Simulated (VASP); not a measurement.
Ta3N, 4 atoms in the cell. Symmetry: C2, No. 5, monoclinic system. Conventional cell: a = 5.197 Å, b = 3.001 Å, c = 7.450 Å, α = 90.00°, β = 90.00°, γ = 90.00°. Within 3.9 Å of Ta (site symmetry 2) lie 12 Ta at 2.99 to 3.00 Å and 2 N at 3.73 Å. Ta (site symmetry 1) has 3 N at 2.06 to 2.26 Å within 2.7 Å. N (site symmetry 2) has 6 Ta at 2.06 to 2.26 Å within 2.7 Å.  This cell differs from its parent crystal: atom 4 (N) moved by (-0.150, +0.000) A along x and y.

| Quantity | Value |
| --- | --- |
| Program | VASP 6.6.1 |
| Task | single point |
| Functional | PBEsol |
| Potentials or basis | VASP PAW PBE potentials, release 64 (Ta_pv, N) |
| Cutoff | 520 eV |
| k mesh | 18 × 18 × 8 |
| Occupations | gaussian, width 0.15 eV |
| Spin | no spin polarisation |
| Dipole correction | no |
| Further INCAR settings | ALGO = Normal; EDIFF = 1e-06; NBANDS = 27 |

Potentials or basis: VASP PAW PBE potentials, release 64 (Ta_pv, N).

Launch:

```bash
$ cat potpaw_PBE.64/Ta_pv/POTCAR potpaw_PBE.64/N/POTCAR > POTCAR
$ mpirun -np 1 vasp_std > vasp.out
```

Hardware: 1 thread of AMD EPYC 9R45 96-Core Processor (Zen 5), on a shared host.

Estimate the wall time of this run.

Wall time 11 min on 1 thread of AMD EPYC 9R45 96-Core Processor (Zen 5) (shared host), peak memory 0.86 GiB. Counts: scf iterations 14, k points 695.
